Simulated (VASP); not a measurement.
The system is NaCl.

```
Na Cl
1.0
     0.00000    2.80273    2.94539
     2.80273    0.00000    2.94539
     2.80273    2.80273    0.00000
Na Cl
1 1
Direct
  0.00000 0.00000 0.00000
  0.50000 0.50000 0.50000
```

This cell differs from its parent crystal: uniaxial z strain +5.1%.

Base run:

```yaml
Program: VASP 6.6.1
Functional: PBE
Potentials_or_basis: VASP PAW PBE potentials, release 64 (Na_pv, Cl)
Cutoff: 520 eV
k_mesh: 8 × 8 × 8
Occupations: fermi-dirac, width 0.02 eV
Spin: no spin polarisation
```

Its results: band gap on the k mesh 4.97 eV; pressure 0.1 GPa.

Task: The run is repeated on the same cell with these changes: functional from PBE to r2SCAN; occupations from fermi-dirac, width 0.02 eV to gaussian, width 0.01 eV. What comes out?

Result: Band gap on the k mesh 5.78 eV; pressure -1.3 GPa.

Caveats: the PAW data sets were made with another functional, which shifts forces and pressure a little (at least some runs).

A k mesh can miss the band edges.
